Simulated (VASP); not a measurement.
# TlPt (P6/mmm) in VASP: further runs, part 2 of 2

VASP 6.6.1. The steps go on from the part before.

### 5 Single point, PBE

This run uses another cell than the first one, of 22.30 Å³/atom, 1.060 times its volume.

INCAR reads:

```
SYSTEM = TlPt
  ALGO = Fast
  EDIFF = 1E-6
  ENCUT = 520
  GGA = PE
  ISIF = 2
  ISMEAR = -1
  LASPH = .True.
  LCHARG = .True.
  LELF = .True.
  LREAL = .False.
  LVHAR = .True.
  LWAVE = .False.
  NBANDS = 44
  NELM = 80
  PREC = Accurate
  SIGMA = 0.05
```

KPOINTS reads:

```
k-points
0
Gamma
  6 6 6
  0 0 0
```

POSCAR reads:

```
TlPt
1.0
    5.7149298697      0.0000000000      0.0000000000
   -2.8574649348      4.9492744480      0.0000000000
    0.0000000000      0.0000000000      4.7299838832
Tl Pt
3 3
Direct
    0.0000000000      0.5000000000      0.0000000000
    0.5000000000      0.5000000000      0.0000000000
    0.5000000000      0.0000000000      0.0000000000
    0.6666666667      0.3333333333      0.5000000000
    0.3333333333      0.6666666667      0.5000000000
    0.0000000000      0.0000000000      0.0000000000
```

Potentials or basis: VASP PAW PBE potentials, release 64 (Tl_d, Pt).

On the command line:

```
> cat potpaw_PBE.64/Tl_d/POTCAR potpaw_PBE.64/Pt/POTCAR > POTCAR
> mpirun -np 1 vasp_std > vasp.out
```

OUTCAR:

```text
SYSTEM = TlPt
   EDIFF = 1E-6
   ENCUT = 520
   GGA = PE
   ISIF = 2
   ISMEAR = -1
   LASPH = .True.
   LREAL = .False.
   NELM = 80
   PREC = Accurate

 ion  position               nearest neighbor table
   1  0.000  0.500  0.000-   6 2.86   6 2.86   2 2.86   2 2.86   3 2.86   3 2.86   5 2.88   5 2.88
                             4 2.88   4 2.88
   2  0.500  0.500  0.000-   3 2.86   3 2.86   1 2.86   1 2.86   6 2.86   6 2.86   5 2.88   5 2.88
                             4 2.88   4 2.88
   3  0.500  0.000  0.000-   2 2.86   2 2.86   6 2.86   6 2.86   1 2.86   1 2.86   5 2.88   5 2.88
                             4 2.88   4 2.88
   4  0.667  0.333  0.500-   3 2.88   3 2.88   1 2.88   1 2.88   2 2.88   2 2.88   5 3.30   5 3.30
                             5 3.30
   5  0.333  0.667  0.500-   3 2.88   3 2.88   1 2.88   1 2.88   2 2.88   2 2.88   4 3.30   4 3.30
                             4 3.30
   6  0.000  0.000  0.000-   1 2.86   1 2.86   3 2.86   3 2.86   2 2.86   2 2.86

  LATTYP: Found a hexagonal cell.
 ALAT       =     5.7149298697
 C/A-ratio  =     0.8276538805

  Lattice vectors:

 A1 = (   5.7149298697,   0.0000000000,   0.0000000000)
 A2 = (  -2.8574649348,   4.9492744480,   0.0000000000)
 A3 = (   0.0000000000,   0.0000000000,   4.7299838832)

[... 182 lines left out ...]

 E-fermi :   7.3046     XC(G=0): -11.1020

 val. band max:        7.3011461809   @ k =   0.5000  -0.0000   0.1667
 cond. band min:       7.3098618284   @ k =   0.0000   0.0000   0.1667
 fundamental gap:      0.0087156475
 Fermi energy:         7.3045555769

 k-point     1 :       0.0000    0.0000    0.0000
  band No.  band energies     occupation
      1      -6.3239      2.00000
      2      -5.6210      2.00000
      3      -5.6210      2.00000
      4      -5.2475      2.00000
      5      -5.0871      2.00000
      6      -4.7278      2.00000
[... 1117 lines left out ...]
     43      14.8522      0.00000
     44      15.4724      0.00000

 [... further k-points ...]
[... 5 lines left out ...]
  --------------------------------------------------------------------------------------
  -------------------------------------------------------------------------------------
  Total        8.2550085      8.2550085     -1.7661447      0.0000000      0.0000000      0.0000000
  in kB       98.8589519     98.8589519    -21.1507014      0.0000000      0.0000000      0.0000000
  external PRESSURE =      58.8557341 kB  Pullay stress =       0.0000000 kB

 VOLUME and BASIS-vectors are now :
 -----------------------------------------------------------------------------
  energy-cutoff  :      520.00
  volume of cell :      133.79
      direct lattice vectors                 reciprocal lattice vectors
     5.714929870  0.000000000  0.000000000     0.174980275  0.101024909  0.000000000
    -2.857464935  4.949274448  0.000000000     0.000000000  0.202049818  0.000000000
     0.000000000  0.000000000  4.729983883     0.000000000  0.000000000  0.211417211

 POSITION                                       TOTAL-FORCE (eV/Angst)
 -----------------------------------------------------------------------------------
     -1.42873      2.47464      0.00000        -0.000000      0.000000      0.000000
      1.42873      2.47464      0.00000        -0.000000      0.000000      0.000000
      2.85746      0.00000      0.00000        -0.000000      0.000000      0.000000
      2.85746      1.64976      2.36499         0.000000      0.000000      0.000000
     -0.00000      3.29952      2.36499        -0.000000      0.000000      0.000000
      0.00000      0.00000      0.00000        -0.000000      0.000000      0.000000
 -----------------------------------------------------------------------------------
    total drift:                               -0.000000      0.000000      0.000000

  FREE ENERGIE OF THE ION-ELECTRON SYSTEM (eV)
  ---------------------------------------------------
  free  energy   TOTEN  =       -20.7906648228 eV

  energy  without entropy=      -20.7580024309  energy(sigma->0) =      -20.77433363
```

It took 99 s on 1 thread of Intel Xeon Platinum 8488C (Sapphire Rapids), shared host; peak memory 0.35 GiB.

What came out:

| Quantity | Value |
| --- | --- |
| Free energy | -20.7907 eV |
| Pressure | 5.9 GPa |

Stress tensor (GPa, compression positive):
```
 9.89  0.00  0.00
 0.00  9.89  0.00
 0.00  0.00 -2.12
```

Caveat: spin-orbit coupling is left out, which moves the levels of the heavy elements.

### 6 Single point, PBEsol

This run uses another cell than the first one, of 18.65 Å³/atom, 0.887 times its volume.

INCAR reads:

```
SYSTEM = TlPt
PREC = Accurate
ENCUT = 520
EDIFF = 1E-6
ISMEAR = -1
SIGMA = 0.05
LREAL = .FALSE.
LASPH = .TRUE.
NELM = 80
ALGO = Fast
ISIF = 2
LWAVE = .FALSE.
LCHARG = .FALSE.
GGA = PS
NBANDS = 44
```

KPOINTS reads:

```
regular mesh
0
G
  6 6 6
  0 0 0
```

POSCAR: that of step 5 with these lines changed.

```diff
@@ -2,5 +2,5 @@
 1.0
-    5.7149298697      0.0000000000      0.0000000000
-   -2.8574649348      4.9492744480      0.0000000000
-    0.0000000000      0.0000000000      4.7299838832
+    5.5958977166      0.0000000000      0.0000000000
+   -2.7979488583      4.8461895796      0.0000000000
+    0.0000000000      0.0000000000      4.1271064302
 Tl Pt
```

Potentials or basis: VASP PAW PBE potentials, release 64 (Tl_d, Pt).

On the command line:

```
> cat potpaw_PBE.64/Tl_d/POTCAR potpaw_PBE.64/Pt/POTCAR > POTCAR
> mpirun -np 1 vasp_std > vasp.out
```

Run time: 3.1 min. Hardware: 1 thread of Intel Xeon Platinum 8259CL at 2.50GHz (Skylake/Cascade Lake), shared host; peak memory 0.29 GiB.

It converged, with:

- Free energy: -23.3208 eV
- Pressure: 30.2 GPa

Levels at points of the mesh, in eV from the Fermi level:
```
           k point  band 31  band 32  band 33  band 34  band 35  band 36  band 37  band 38
(0.00, 0.00, 0.00)    -1.58    -0.96    -0.56    -0.56    -0.37    -0.11    -0.11     0.65
(0.50, 0.00, 0.00)    -1.79    -1.68    -1.62    -0.39     2.56     2.57     3.10     4.10
(0.00, 0.00, 0.50)    -1.49    -1.49    -1.03     0.09     0.09     1.24     1.24     1.98
(0.50, 0.00, 0.50)    -2.10    -1.89    -1.16    -1.02    -0.37     0.72     1.28     3.17
```

Caveat: the PAW data sets were made with another functional, which shifts forces and pressure a little; spin-orbit coupling is left out, which moves the levels of the heavy elements.

### 7 Overview

| level | cell | further INCAR settings | gap on the mesh (eV) | pressure (GPa) |
| --- | --- | --- | --- | --- |
| PBE | a = 5.605, b = 5.605, c = 4.639 Å, angles 90.0, 90.0, 120.0°, 6 atoms | ALGO = Fast; EDIFF = 1e-06; NBANDS = 44 | none | 13.3 |
| PBE | a = 5.642, b = 5.642, c = 4.670 Å, angles 90.0, 90.0, 120.0°, 6 atoms | ALGO = Fast; EDIFF = 1e-07; NBANDS = 44 | none | 10.5 |
| PBE | a = 5.679, b = 5.679, c = 4.700 Å, angles 90.0, 90.0, 120.0°, 6 atoms | ALGO = Fast; EDIFF = 1e-07; NBANDS = 44 | none | 8.1 |
| PBE | a = 5.715, b = 5.715, c = 4.730 Å, angles 90.0, 90.0, 120.0°, 6 atoms | ALGO = Fast; EDIFF = 1e-06; NBANDS = 44 | none | 5.9 |
| PBEsol | a = 5.596, b = 5.596, c = 4.127 Å, angles 90.0, 90.0, 120.0°, 6 atoms | ALGO = Fast; EDIFF = 1e-06; NBANDS = 44 | none | 30.2 |

Alike in all rows: task single point; potentials or basis VASP PAW PBE potentials, release 64 (Tl_d, Pt); no spin polarisation; k mesh 6 × 6 × 6; cutoff (eV) 520; smearing fermi-dirac 0.05 eV.

Caveats: spin-orbit coupling is left out, which moves the levels of the heavy elements; the PAW data sets were made with another functional, which shifts forces and pressure a little (some runs).

Absolute energies hang on the potentials; compare differences alone.
